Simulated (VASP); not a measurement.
# Y (P6_3/mmc) in VASP: notebook, part 2 of 3

VASP 6.6.1.

## (4) Single point, PBE (13.16 Å³/atom)

Contents of INCAR:

```
  ALGO = Normal
  EDIFF = 1E-6
  ENCUT = 520
  GGA = PE
  ISIF = 2
  ISMEAR = -1
  LASPH = T
  LCHARG = F
  LREAL = F
  LWAVE = F
  NBANDS = 18
  NELM = 60
  PREC = Accurate
  SIGMA = 0.05
```

Contents of KPOINTS:

```
k-points
0
Gamma
  14 14 7
```

Contents of POSCAR:

```
Y
1.0
    2.6171209574      0.0000000000      0.0000000000
   -1.3085604787      2.2664932340      0.0000000000
    0.0000000000      0.0000000000      4.4365047174
Y
2
Direct
    0.3333333333      0.6666666667      0.2500000000
    0.6666666667      0.3333333333      0.7500000000
```

Potentials or basis: VASP PAW PBE potentials, release 64 (Y_sv).

Run with:

```bash
$ cat potpaw_PBE.64/Y_sv/POTCAR > POTCAR
$ mpirun -np 1 vasp_std > vasp.out
```

OUTCAR:

```text
EDIFF = 1E-6
   ENCUT = 520
   GGA = PE
   ISIF = 2
   ISMEAR = -1
   LASPH = T
   LREAL = F
   NELM = 60
   PREC = Accurate

 ion  position               nearest neighbor table
   1  0.333  0.667  0.250-   2 2.68   2 2.68   2 2.68   2 2.68   2 2.68   2 2.68   2 3.75   2 3.75
                             2 3.75   2 3.75   2 3.75   2 3.75
   2  0.667  0.333  0.750-   1 2.68   1 2.68   1 2.68   1 2.68   1 2.68   1 2.68   1 3.75   1 3.75
                             1 3.75   1 3.75   1 3.75   1 3.75

  LATTYP: Found a hexagonal cell.
 ALAT       =     2.6171209574
 C/A-ratio  =     1.6951852015

  Lattice vectors:

 A1 = (   2.6171209574,   0.0000000000,   0.0000000000)
 A2 = (  -1.3085604787,   2.2664932340,   0.0000000000)
 A3 = (   0.0000000000,   0.0000000000,   4.4365047174)

Analysis of symmetry for initial positions (statically):
=====================================================================
 Subroutine PRICEL returns:
 Original cell was already a primitive cell.

 Routine SETGRP: Setting up the symmetry group for a
 hexagonal supercell.

 Subroutine GETGRP returns: Found 24 space group operations
 (whereof 12 operations were pure point group operations)
 out of a pool of 24 trial point group operations.

The static configuration has the point symmetry D_3d.
 The point group associated with its full space group is D_6h.

Analysis of symmetry for dynamics (positions and initial velocities):
=====================================================================
 Subroutine PRICEL returns:
 Original cell was already a primitive cell.

 Routine SETGRP: Setting up the symmetry group for a
 hexagonal supercell.

 Subroutine GETGRP returns: Found 24 space group operations
 (whereof 12 operations were pure point group operations)
 out of a pool of 24 trial point group operations.

The dynamic configuration has the point symmetry D_3d.
 The point group associated with its full space group is D_6h.

 Subroutine INISYM returns: Found 24 space group operations
 (whereof 12 operations are pure point group operations),
 and found     1 'primitive' translations

----------------------------------------------------------------------------------------

                                     Primitive cell

  volume of cell :      26.3160

  direct lattice vectors                    reciprocal lattice vectors
     2.617120957  0.000000000  0.000000000     0.382099267  0.220605115  0.000000000
    -1.308560479  2.266493234  0.000000000     0.000000000  0.441210230  0.000000000
     0.000000000  0.000000000  4.436504717     0.000000000  0.000000000  0.225402668

  length of vectors
     2.617120957  2.617120957  4.436504717     0.441210230  0.441210230  0.225402668

  position of ions in fractional coordinates (direct lattice)
     0.333333333  0.666666667  0.250000000
     0.666666667  0.333333333  0.750000000

  ion indices of the primitive-cell ions
   primitive index   ion index
                 1           1
                 2           2

----------------------------------------------------------------------------------------

 KPOINTS: k-points

Automatic generation of k-mesh.
 Grid dimensions read from file:
 generate k-points for:   14   14    7

 Generating k-lattice:

  Cartesian coordinates                     Fractional coordinates (reciprocal lattice)
     0.027292805  0.015757508  0.000000000     0.071428571  0.000000000  0.000000000
     0.000000000  0.031515016  0.000000000     0.000000000  0.071428571  0.000000000
     0.000000000  0.000000000  0.032200381     0.000000000  0.000000000  0.142857143

  Length of vectors
     0.031515016  0.031515016  0.032200381

  Shift w.r.t. Gamma in fractional coordinates (k-lattice)
     0.000000000  0.000000000  0.000000000

 Subroutine IBZKPT returns following result:
 ===========================================

 Found     96 irreducible k-points:

 Following reciprocal coordinates:
            Coordinates               Weight
  0.000000  0.000000  0.000000      1.000000
  0.071429  0.000000  0.000000      6.000000
  0.142857  0.000000  0.000000      6.000000
  0.214286 -0.000000  0.000000      6.000000
  0.285714  0.000000  0.000000      6.000000
  0.357143  0.000000  0.000000      6.000000
[... 16 lines left out ...]
  0.285714  0.285714  0.000000      6.000000
  0.357143  0.285714  0.000000      6.000000
 [... further k-points ...]
   k-points           NKPTS =     96   k-points in BZ     NKDIM =     96   number of bands    NBANDS=     18
   number of dos      NEDOS =    301   number of ions     NIONS =      2
   total plane-waves  NPLWV =  14400
   dimension x,y,z NGX =    20 NGY =   20 NGZ =   36
   dimension x,y,z NGXF=    40 NGYF=   40 NGZF=   72
   ions per type =               2
   NGX,Y,Z   is equivalent  to a cutoff of  12.70, 12.70, 13.49 a.u.
   NGXF,Y,Z  is equivalent  to a cutoff of  25.41, 25.41, 26.98 a.u.
 SYSTEM =  unknown system
   PREC   = accura    normal or accurate (medium, high low for compatibility)
   ISTART =      0    job   : 0-new  1-cont  2-samecut
   ICHARG =      2    charge: 1-file 2-atom 10-const
   ISPIN  =      1    spin polarized calculation?
   LNONCOLLINEAR =      F non collinear calculations
   LSORBIT =      F    spin-orbit coupling
   LASPH  =      T    aspherical Exc in radial PAW
   ENCUT  =  520.0 eV  38.22 Ry    6.18 a.u.   4.87  4.87  8.25*2*pi/ulx,y,z
   NELM   =     60;   NELMIN=  2; NELMDL= -5     # of ELM steps
   EDIFF  = 0.1E-05   stopping-criterion for ELM
   LREAL  =      F    real-space projection
   EDIFFG = 0.1E-04   stopping-criterion for IOM
   NSW    =      0    number of steps for IOM
   IBRION =     -1    ionic relax: 0-MD 1-quasi-New 2-CG
   NFREE  =      0    steps in history (QN), initial steepest desc. (CG)
   ISIF   =      2    stress and relaxation
   ISYM   =      2    0-nonsym 1-usesym 2-fastsym
   POTIM  = 0.5000    time-step for ionic-motion
   TEBEG  =    0.0;   TEEND  =   0.0 temperature during run
   PSTRESS=    0.0 pullay stress
   NELECT =      22.0000    total number of electrons
   NUPDOWN=      -1.0000    fix difference up-down
   EMIN   =  10.00;   EMAX   =-10.00  energy-range for DOS
   EFERMI =   0.00;   METHOD = LEGACY
   ISMEAR =    -1;   SIGMA  =   0.05  broadening in eV -4-tet -1-fermi 0-gaus
   EFERMI_NEDOS =   21; number of points for ismear=-14 and -15
   IALGO  =     38    algorithm
   IMIX   =      4    mixing-type and parameters
     AMIX     =   0.40;   BMIX     =  1.00
     AMIX_MAG =   1.60;   BMIX_MAG =  1.00
  volume/ion in A,a.u.               =      13.16        88.79
  Fermi-wavevector in a.u.,A,eV,Ry     =   1.542207  2.914349 32.360129  2.378402
  Thomas-Fermi vector in A             =   2.648044
   LORBIT       =      0    0 simple, 1 ext, 2 COOP (PROOUT), +10 PAW based schemes
   GGA     = PE    functional components
   LHFCALC =     F    Hartree Fock is set to
   AEXX    =    0.0000 exact exchange contribution
   IVDW    =     0    specifies the selected vdW correction
   LEPSILON=     F    determine dielectric tensor
   LRPA    =     F    only Hartree local field effects (RPA)
 non-spin polarized calculation
  energy-cutoff  :      520.00
  volume of cell :       26.32
 maximum number of plane-waves:       726
 NGX is ok and might be reduce to    20
   NGX =  9   NGY =  9   NGZ = 17

 number of electron      22.0000000 magnetization

 Free energy of the ion-electron system (eV)
  ---------------------------------------------------
  ext. energy  EPLUGINS =         0.00000000
  ---------------------------------------------------
  free energy    TOTEN  =        -3.86908591 eV

  energy without entropy =       -3.85663474  energy(sigma->0) =       -3.86286033

 E-fermi :   9.2647     XC(G=0): -13.7352

 val. band max:        9.2459796643   @ k =   0.1429   0.0714   0.2857
 cond. band min:       9.2656982556   @ k =   0.1429   0.1429   0.0000
 fundamental gap:      0.0197185913
 Fermi energy:         9.2647055521

 k-point     1 :       0.0000    0.0000    0.0000
  band No.  band energies     occupation
      1     -34.1186      2.00000
      2     -32.5362      2.00000
      3     -16.3963      2.00000
      4     -10.5759      2.00000
      5     -10.5759      2.00000
      6     -10.2719      2.00000
[... 10 lines left out ...]
     17      14.8480      0.00000
     18      16.6204      0.00000
[... 466 lines left out ...]
      2     -31.7784      2.00000
      3     -15.2181      2.00000
      4     -14.3233      2.00000
      5     -14.1850      2.00000
      6     -13.1049      2.00000
[... 10 lines left out ...]
     17      18.5265      0.00000
     18      18.5896      0.00000

 [... further k-points ...]

------------------------ aborting loop because EDIFF is reached ----------------------------------------

  FORCE on cell =-STRESS in cart. coord.  units (eV):
  Direction    XX          YY          ZZ          XY          YZ          ZX
  --------------------------------------------------------------------------------------
  -------------------------------------------------------------------------------------
  Total       23.1121109     23.1121109     23.0404650      0.0000000      0.0000000      0.0000000
  in kB     1407.1196389   1407.1196390   1402.7576728      0.0000000      0.0000000      0.0000000
  external PRESSURE =    1405.6656502 kB  Pullay stress =       0.0000000 kB

 VOLUME and BASIS-vectors are now :
 -----------------------------------------------------------------------------
  energy-cutoff  :      520.00
  volume of cell :       26.32
      direct lattice vectors                 reciprocal lattice vectors
     2.617120957  0.000000000  0.000000000     0.382099267  0.220605115  0.000000000
    -1.308560479  2.266493234  0.000000000     0.000000000  0.441210230  0.000000000
     0.000000000  0.000000000  4.436504717     0.000000000  0.000000000  0.225402668

 POSITION                                       TOTAL-FORCE (eV/Angst)
 -----------------------------------------------------------------------------------
     -0.00000      1.51100      1.10913         0.000000     -0.000000      0.000000
      1.30856      0.75550      3.32738        -0.000000      0.000000      0.000000
 -----------------------------------------------------------------------------------
    total drift:                               -0.000000      0.000000     -0.000000

  FREE ENERGIE OF THE ION-ELECTRON SYSTEM (eV)
  ---------------------------------------------------
  free  energy   TOTEN  =        -3.8690859092 eV

  energy  without entropy=       -3.8566347414  energy(sigma->0) =       -3.86286033
```

OSZICAR:

```text
N       E                     dE             d eps       ncg     rms          rms(c)
DAV:   1     0.107873835515E+03    0.10787E+03   -0.12073E+04  3464   0.130E+03
DAV:   2     0.189984319367E+01   -0.10597E+03   -0.10349E+03  4228   0.296E+02
DAV:   3    -0.346749563331E+01   -0.53673E+01   -0.51953E+01  4604   0.481E+01
DAV:   4    -0.375188660970E+01   -0.28439E+00   -0.27565E+00  4302   0.929E+00
DAV:   5    -0.375499714276E+01   -0.31105E-02   -0.31088E-02  4126   0.856E-01    0.651E+01
DAV:   6    -0.362504325570E+01    0.12995E+00   -0.68348E-01  5538   0.392E+00    0.376E+01
DAV:   7    -0.385610194625E+01   -0.23106E+00   -0.12491E+00  5634   0.430E+00    0.387E+00
DAV:   8    -0.386989558172E+01   -0.13794E-01   -0.16025E-01  3594   0.327E+00    0.111E+00
DAV:   9    -0.386905495516E+01    0.84063E-03   -0.73585E-03  3698   0.677E-01    0.397E-01
DAV:  10    -0.386908237168E+01   -0.27417E-04   -0.16329E-03  3582   0.350E-01    0.436E-02
DAV:  11    -0.386908467384E+01   -0.23022E-05   -0.22917E-05  5148   0.281E-02    0.219E-02
DAV:  12    -0.386908626345E+01   -0.15896E-05   -0.45580E-06  3414   0.184E-02    0.634E-03
DAV:  13    -0.386908590923E+01    0.35422E-06   -0.38956E-07  1988   0.408E-03
   1 F= -.38690859E+01 E0= -.38628603E+01  d E =-.124512E-01
```

stdout:

```text
POSCAR found type information on POSCAR Y
 POSCAR found :  1 types and       2 ions
 scaLAPACK will be used
 LDA part: xc-table for (Slater+PW92), standard interpolation
 POSCAR, INCAR and KPOINTS ok, starting setup
 FFT: planning ... GRIDC
 FFT: planning ... GRID_SOFT
 FFT: planning ... GRID
 WAVECAR not read
 entering main loop
```

It took 29 s on 1 thread of Intel Xeon Platinum 8488C (Sapphire Rapids), shared host; peak memory 0.18 GiB.

Results:

```yaml
Free_energy: -3.8691 eV
Pressure: 140.6 GPa
Band_gap_on_the_k_mesh: zero (bands 11 and 12 overlap by 3.67 eV)
```

Stress tensor (GPa, compression positive):
```
140.71   0.00   0.00
  0.00 140.71   0.00
  0.00   0.00 140.28
```

Caveat: the cell stands under pressure.

[end of part 2 of 3]
